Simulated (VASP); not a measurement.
Crystal: BaTiO3.

```
Ba Ti O
1.0
     3.99980    0.00000    0.00000
     0.00000    3.99980    0.00000
     0.00000    0.00000    4.01800
Ba Ti O
1 1 3
Direct
  0.00000 0.00000 0.00000
  0.50000 0.50000 0.49000
  0.00000 0.50000 0.51700
  0.50000 0.00000 0.51700
  0.50000 0.50000 0.01900
```

Base run:

```yaml
Program: VASP 6.6.1
Functional: LDA
Potentials_or_basis: VASP PAW LDA potentials, release 64 (Ba_sv, Ti_sv, O)
Cutoff: 520 eV
k_mesh: 8 × 8 × 8
Occupations: gaussian, width 0.1 eV
Spin: no spin polarisation
```

Its results: band gap on the k mesh 1.68 eV, indirect (least direct gap 1.97 eV); pressure -6.5 GPa; largest force 0.364 eV/Å.

Task: The run is repeated on the same cell with these changes: k mesh from 8 × 8 × 8 to 9 × 9 × 9. What comes out?

Result: Band gap on the k mesh 1.75 eV, indirect (least direct gap 1.97 eV); pressure -6.5 GPa; largest force 0.364 eV/Å.

Caveats: spin-orbit coupling is left out, which moves the levels of the heavy elements.

A k mesh can miss the band edges.
